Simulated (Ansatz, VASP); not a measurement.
# One calculation of TiN, two programs

```
Ti N
1.0
     0.00000    2.12905    2.12905
     2.12905    0.00000    2.12905
     2.12905    2.12905    0.00000
Ti N
1 1
Direct
  0.00000 0.00000 0.00000
  0.50000 0.50000 0.50000
```

Change from the starting cell: volume scaled by 1.01.

Alike in both runs: task single point; functional PBEsol; k mesh 13 × 13 × 13; occupations fermi-dirac, width 0.05 eV; no spin polarisation.

```csv
,VASP,Ansatz
version,VASP 6.6.1,Ansatz 0.2.0
potentials or method,"VASP PAW PBE potentials, release 64 (Ti_sv, N), cutoff 600 eV","all-electron LAPW, scalar-relativistic"
```

|  | VASP | Ansatz | Ansatz less VASP |
| --- | --- | --- | --- |
| pressure (GPa) | -10.3 | -10.7 | -0.31 |

VASP's potentials were made for PBE, not for PBEsol. Ansatz ran all-electron here, and VASP with PAW potentials.
